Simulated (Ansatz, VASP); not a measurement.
# ZnS in VASP and in Ansatz

The input INCAR:

```
SYSTEM = ZnS
  PREC = Accurate
  ENCUT = 520
  EDIFF = 1E-7
  ISMEAR = -1
  SIGMA = 0.01
  LREAL = .False.
  LASPH = .True.
  NELM = 100
  ALGO = Normal
  ISIF = 2
  LWAVE = .False.
  LCHARG = .False.
  GGA = PS
  NBANDS = 16
```

Contents of KPOINTS:

```
Automatic mesh
0
Gamma
  9 9 9
  0 0 0
```

The input POSCAR:

```
ZnS
1.0
    0.0000000000      2.7576958202      2.7576958202
    2.7576958202      0.0000000000      2.7576958202
    2.7576958202      2.7576958202      0.0000000000
Zn S
1 1
Direct
    0.0000000000      0.0000000000      0.0000000000
    0.7500000000      0.7500000000      0.7500000000
```

Input for Ansatz:

```yaml
crystal:
  lattice:
    - [0.0, 2.7576958202, 2.7576958202]
    - [2.7576958202, 0.0, 2.7576958202]
    - [2.7576958202, 2.7576958202, 0.0]
  atoms:
    - { symbol: Zn, position: [0.0, 0.0, 0.0] }
    - { symbol: S, position: [0.75, 0.75, 0.75] }
kpoints:
  mp_grid: { grid: [9, 9, 9] }
  band_path:
    path:
      - [0.0, 0.0, 0.0]
      - [-0.5, -0.5, 0.0]
      - [-0.375, -0.375, 0.25]
      - [-0.375, 0.0, 0.375]
      - [0.0, 0.0, 0.0]
      - [0.0, 0.0, 0.5]
      - [-0.5, -0.25, 0.25]
      - [-0.5, -0.5, 0.0]
    npoints: 5
scf:
  occupations: { method: fermi_dirac, width: 0.01 }
hamiltonian:
  xc: pbesol
  pseudopotentials: { kind: all_electron, lapw: { basis_error: 0.00025 } }
output:
  forces: true
  stress: true
  eigenvalues: true
```

Change from the starting cell: volume scaled by 1.06.

Alike in both runs: task single point; functional PBEsol; k mesh 9 × 9 × 9; occupations fermi-dirac, width 0.01 eV; no spin polarisation.

|  | VASP | Ansatz |
| --- | --- | --- |
| version | VASP 6.6.1 | Ansatz 0.2.0 |
| potentials or method | VASP PAW PBE potentials, release 64 (Zn, S), cutoff 520 eV | all-electron LAPW, scalar-relativistic |

```tsv
	VASP	Ansatz	Ansatz less VASP
gap on the k mesh at the Fermi level (eV)	1.72	1.72	+0.001
pressure (GPa)	-5.5	-5.7	-0.15
```

VASP's potentials were made for PBE, not for PBEsol. Ansatz ran all-electron here, and VASP with PAW potentials.
